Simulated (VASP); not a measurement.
# As in VASP: single point with LDA

Aim: the single point of As with LDA.

Everything below comes from runs of VASP 6.6.1. Logs are shortened: lines on timing, memory, paths and dates and some standing lists are left out, and cuts for length are marked.

### 1 The cell of the first run

The cell holds a slab with vacuum, 5 atoms: a = 3.824 Å, b = 3.824 Å, c = 18.244 Å, α = 90.00°, β = 90.00°, γ = 60.00°.

### 2 Single point, LDA

File INCAR:

```
  ALGO = Normal
  DIPOL = 0.5 0.5 0.500
  EDIFF = 1E-7
  ENCUT = 520
  GGA = CA
  IDIPOL = 3
  ISIF = 2
  ISMEAR = -1
  LASPH = T
  LCHARG = F
  LDIPOL = T
  LREAL = F
  LWAVE = F
  NBANDS = 20
  NELM = 100
  PREC = Accurate
  SIGMA = 0.05
```

File KPOINTS:

```
k-points
0
Gamma
  5 5 1
```

File POSCAR:

```
As
1.0
    3.8235837527      0.0000000000      0.0000000000
    1.9117918764      3.3113206634      0.0000000000
    0.0000000000      0.0000000000     18.2438861220
As
5
Direct
    0.3333333333      0.3333333333      0.3288772995
    0.0000000000      0.0000000000      0.4144386497
    0.6666666667      0.6666666667      0.4955923653
    0.3333333333      0.3333333333      0.5962291924
    0.0000000000      0.0000000000      0.6669924571
```

Potentials or basis: VASP PAW LDA potentials, release 64 (As).

On the command line:

```
$ cat potpaw_LDA.64/As/POTCAR > POTCAR
$ mpirun -np 1 vasp_std > vasp.out
```

OUTCAR:

```text
EDIFF = 1E-7
   ENCUT = 520
   GGA = CA
   ISIF = 2
   ISMEAR = -1
   LASPH = T
   LREAL = F
   NELM = 100
   PREC = Accurate

 ion  position               nearest neighbor table
   1  0.333  0.333  0.329-   2 2.70   2 2.70   2 2.70
   2  0.000  0.000  0.414-   3 2.66   3 2.66   3 2.66   1 2.70   1 2.70   1 2.70
   3  0.667  0.667  0.496-   2 2.66   2 2.66   2 2.66   4 2.87   4 2.87   4 2.87
   4  0.333  0.333  0.596-   5 2.56   5 2.56   5 2.56   3 2.87   3 2.87   3 2.87
   5  0.000  0.000  0.667-   4 2.56   4 2.56   4 2.56

  LATTYP: Found a hexagonal cell.
 ALAT       =     3.8235837528
 C/A-ratio  =     4.7714100963

  Lattice vectors:

 A1 = (  -1.9117918764,  -3.3113206634,   0.0000000000)
 A2 = (   3.8235837527,   0.0000000000,   0.0000000000)
 A3 = (   0.0000000000,   0.0000000000,  18.2438861220)

Analysis of symmetry for initial positions (statically):
=====================================================================
 Subroutine PRICEL returns:
 Original cell was already a primitive cell.

 Routine SETGRP: Setting up the symmetry group for a
 hexagonal supercell.

 Subroutine GETGRP returns: Found  6 space group operations
 (whereof  6 operations were pure point group operations)
 out of a pool of 24 trial point group operations.

The static configuration has the point symmetry C_3v.

Analysis of symmetry for dynamics (positions and initial velocities):
=====================================================================
 Subroutine PRICEL returns:
 Original cell was already a primitive cell.

 Routine SETGRP: Setting up the symmetry group for a
 hexagonal supercell.

 Subroutine GETGRP returns: Found  6 space group operations
 (whereof  6 operations were pure point group operations)
 out of a pool of 24 trial point group operations.

The dynamic configuration has the point symmetry C_3v.

 Subroutine INISYM returns: Found  6 space group operations
 (whereof  6 operations are pure point group operations),
 and found     1 'primitive' translations

----------------------------------------------------------------------------------------

                                     Primitive cell

  volume of cell :     230.9879

[... 77 lines left out ...]
   NSW    =      0    number of steps for IOM
   IBRION =     -1    ionic relax: 0-MD 1-quasi-New 2-CG
   NFREE  =      0    steps in history (QN), initial steepest desc. (CG)
   ISIF   =      2    stress and relaxation
   ISYM   =      2    0-nonsym 1-usesym 2-fastsym
   POTIM  = 0.5000    time-step for ionic-motion
   TEBEG  =    0.0;   TEEND  =   0.0 temperature during run
   PSTRESS=    0.0 pullay stress
   NELECT =      25.0000    total number of electrons
   NUPDOWN=      -1.0000    fix difference up-down
   EMIN   =  10.00;   EMAX   =-10.00  energy-range for DOS
   EFERMI =   0.00;   METHOD = LEGACY
   ISMEAR =    -1;   SIGMA  =   0.05  broadening in eV -4-tet -1-fermi 0-gaus
   EFERMI_NEDOS =   21; number of points for ismear=-14 and -15
   IALGO  =     38    algorithm
   IMIX   =      4    mixing-type and parameters
     AMIX     =   0.40;   BMIX     =  1.00
     AMIX_MAG =   1.60;   BMIX_MAG =  1.00
  volume/ion in A,a.u.               =      46.20       311.76
  Fermi-wavevector in a.u.,A,eV,Ry     =   0.780175  1.474316  8.281489  0.608672
  Thomas-Fermi vector in A             =   1.883431
   LORBIT       =      0    0 simple, 1 ext, 2 COOP (PROOUT), +10 PAW based schemes
   GGA     = CA    functional components
   LHFCALC =     F    Hartree Fock is set to
   AEXX    =    0.0000 exact exchange contribution
   IVDW    =     0    specifies the selected vdW correction
   LEPSILON=     F    determine dielectric tensor
   LRPA    =     F    only Hartree local field effects (RPA)
 non-spin polarized calculation
  energy-cutoff  :      520.00
  volume of cell :      230.99
 maximum number of plane-waves:      6255
   NGX = 15   NGY = 15   NGZ = 67

 dipolmoment           0.000000      0.000000      0.026130 electrons x Angstroem

 number of electron      24.9999998 magnetization

 dipolmoment           0.000000      0.000000     -0.005774 electrons x Angstroem

 Free energy of the ion-electron system (eV)
  ---------------------------------------------------
  ext. energy  EPLUGINS =         0.00000000
  ---------------------------------------------------
  free energy    TOTEN  =       -24.76532801 eV

  energy without entropy =      -24.69669485  energy(sigma->0) =      -24.73101143

 E-fermi :  -0.5469     XC(G=0):  -5.5426

 val. band max:       -0.5807626286   @ k =   0.4000   0.0000   0.0000
 cond. band min:      -0.5222414474   @ k =   0.0000   0.0000   0.0000
 fundamental gap:      0.0585211813
 Fermi energy:        -0.5468837926

 k-point     1 :       0.0000    0.0000    0.0000
  band No.  band energies     occupation
      1     -14.9395      2.00000
      2     -13.9972      2.00000
      3     -11.6060      2.00000
      4      -8.7709      2.00000
      5      -6.6288      2.00000
      6      -2.1253      2.00000
[... 104 lines left out ...]
     19       4.5881      0.00000
     20       5.2214      0.00000

------------------------ aborting loop because EDIFF is reached ----------------------------------------

 vacuum level on the upper side and lower side of the slab       (xc-potential included)        -0.187        -0.116

  FORCE on cell =-STRESS in cart. coord.  units (eV):
  Direction    XX          YY          ZZ          XY          YZ          ZX
  --------------------------------------------------------------------------------------
  -------------------------------------------------------------------------------------
  Total       -5.1980316     -5.1980316     -0.4900442     -0.0000000      0.0000000      0.0000000
  in kB      -36.0545679    -36.0545679     -3.3990429     -0.0000000      0.0000000      0.0000000
  external PRESSURE =     -25.1693929 kB  Pullay stress =       0.0000000 kB

 VOLUME and BASIS-vectors are now :
 -----------------------------------------------------------------------------
  energy-cutoff  :      520.00
  volume of cell :      230.99
      direct lattice vectors                 reciprocal lattice vectors
     3.823583753  0.000000000  0.000000000     0.261534745 -0.150997155  0.000000000
     1.911791876  3.311320663  0.000000000     0.000000000  0.301994310  0.000000000
     0.000000000  0.000000000 18.243886122     0.000000000  0.000000000  0.054812883

 POSITION                                       TOTAL-FORCE (eV/Angst)
 -----------------------------------------------------------------------------------
      1.91179      1.10377      6.00000        -0.000000      0.000000      0.364458
      0.00000      0.00000      7.56097        -0.000000     -0.000000     -0.387016
      3.82358      2.20755      9.04153         0.000000      0.000000      0.028697
      1.91179      1.10377     10.87754        -0.000000     -0.000000     -0.049236
      0.00000      0.00000     12.16853        -0.000000     -0.000000      0.043097
 -----------------------------------------------------------------------------------
    total drift:                                0.000000      0.000000     -0.000183

  FREE ENERGIE OF THE ION-ELECTRON SYSTEM (eV)
  ---------------------------------------------------
  free  energy   TOTEN  =       -24.7653280113 eV

  energy  without entropy=      -24.6966948515  energy(sigma->0) =      -24.73101143

 vacuum level on the upper side and lower side of the slab         4.601         4.675
```

stdout:

```text
POSCAR found type information on POSCAR As
 POSCAR found :  1 types and       5 ions
 scaLAPACK will be used
 LDA part: xc-table for (Slater(with rela. corr.)+CA(PZ))
 , standard interpolation
 POSCAR, INCAR and KPOINTS ok, starting setup
 FFT: planning ... GRIDC
 FFT: planning ... GRID_SOFT
 FFT: planning ... GRID
 WAVECAR not read
 entering main loop
```

It took 32 s on 1 thread of Intel Xeon 6975P-C (Granite Rapids), shared host; peak memory 0.23 GiB.

Results:

```yaml
Free_energy: -24.7653 eV
Largest_force: 0.387 eV/Å
```

Forces in eV/Å, atoms in the order of the input:
```
As   0.000  0.000  0.364
As   0.000  0.000 -0.387
As   0.000  0.000  0.029
As   0.000  0.000 -0.049
As   0.000  0.000  0.043
```

Caveat: the k points lie up to 0.38 Å⁻¹ apart.
